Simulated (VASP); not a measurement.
Here is a VASP 6.6.1 calculation.

File INCAR:

```
SYSTEM = Au
PREC     = Accurate       ! precision mode
ENCUT    = 520            ! plane-wave cutoff, eV
EDIFF    = 1E-6           ! SCF threshold, eV
ISMEAR   = -1             ! smearing method
SIGMA    = 0.05           ! smearing width, eV
LREAL    = .False.        ! projectors in reciprocal space
LASPH    = .True.         ! aspherical terms in the spheres
NELM     = 150            ! most SCF steps
ALGO     = Fast           ! electronic algorithm
ISIF     = 2              ! what is computed and relaxed
LWAVE    = .False.        ! write WAVECAR
LCHARG   = .False.        ! write CHGCAR
MAGMOM   = 0 0 0 0 0 0    ! initial moments
LORBIT   = 11             ! projections on sites
LSORBIT  = .True.         ! spin-orbit coupling
GGA_COMPAT= .False.      
LORBMOM  = .True.       
LMAXMIX  = 4              ! l up to which the mixer works
GGA      = PS             ! functional
NBANDS   = 34             ! bands
```

KPOINTS

```
Automatic mesh
0
Gamma
  11 11 6
  0 0 0
```

POSCAR

```
Au
1.0
    2.9000000000      0.0000000000      0.0000000000
   -1.4500000000      2.5114736710      0.0000000000
    0.0000000000      0.0000000000      4.8800000000
Au
2
Direct
    0.6666666667      0.3333333333      0.2500000000
    0.3333333333      0.6666666667      0.7500000000
```

Potentials or basis: VASP PAW PBE potentials, release 64 (Au).

Run with:

```sh
$ cat potpaw_PBE.64/Au/POTCAR > POTCAR
$ mpirun -np 1 vasp_ncl > vasp.out
```

(1) Predict the net moment.

(2) Estimate the pressure.

Answers

(1) 0.00 μB per cell.

(2) -7.8 GPa.

Caveat: the PAW data sets were made with another functional, which shifts forces and pressure a little.
